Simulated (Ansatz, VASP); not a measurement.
**Two plane-wave programs on SnO2**

Contents of INCAR:

```
SYSTEM = SnO2
ALGO = Normal
EDIFF = 1E-7
ENCUT = 520
GGA = PE
ISIF = 2
ISMEAR = 0
LASPH = .TRUE.
LCHARG = .TRUE.
LELF = .TRUE.
LREAL = .FALSE.
LVHAR = .TRUE.
LWAVE = .FALSE.
NBANDS = 20
NELM = 60
PREC = Accurate
SIGMA = 0.05
```

Contents of KPOINTS:

```
k-points
0
G
  12 12 12
  0 0 0
```

Contents of POSCAR:

```
SnO2
1.0
    1.5898000000      0.9178714580      5.0494000000
   -1.5898000000      0.9178714580      5.0494000000
    0.0000000000     -1.8357429159      5.0494000000
Sn O
1 2
Direct
    0.5000000000      0.5000000000      0.5000000000
    0.2348826742      0.2348826742      0.2348826742
    0.7651173258      0.7651173258      0.7651173258
```

Input for Ansatz:

```yaml
crystal:
  lattice:
    - [1.5898, 0.917871458, 5.0494]
    - [-1.5898, 0.917871458, 5.0494]
    - [0.0, -1.8357429159, 5.0494]
  atoms:
    - { symbol: Sn, position: [0.5, 0.5, 0.5] }
    - { symbol: O, position: [0.2348826742, 0.2348826742, 0.2348826742] }
    - { symbol: O, position: [0.7651173258, 0.7651173258, 0.7651173258] }
basis:
  ecutwfc: 520.0
kpoints:
  mp_grid: { grid: [12, 12, 12] }
hamiltonian:
  xc: pbe
  pseudopotentials: { kind: paw, azcp: { folder: soft_1 } }
scf:
  occupations: { method: gaussian, width: 0.05 }
output:
  forces: true
  stress: true
  eigenvalues: true
```

Alike in both runs: task single point; functional PBE; k mesh 12 × 12 × 12; occupations gaussian, width 0.05 eV; no spin polarisation.

|  | VASP | Ansatz |
| --- | --- | --- |
| version | VASP 6.6.1 | Ansatz 0.2.0 |
| potentials or method | VASP PAW PBE potentials, release 64 (Sn_d, O), cutoff 520 eV | scalar-relativistic, plane waves, PAW |
| valence electrons in the cell | 26 | 26 |

|  | VASP | Ansatz | Ansatz less VASP |
| --- | --- | --- | --- |
| gap on the k mesh at the Fermi level (eV) | 2.33 | 2.35 | +0.023 |
| least direct gap on the mesh (eV) | 2.55 | 2.57 | +0.017 |
| pressure (GPa) | 4.2 | 3.6 | -0.63 |
| traceless stress, the component that is largest in VASP (GPa) | -4.05 | -3.70 | +0.354 |
| rms of the force components (eV/Å) | 0.016 | 0.013 | -0.0037 |

Atom by atom the forces differ by 0.029 eV/Å (rms over components).
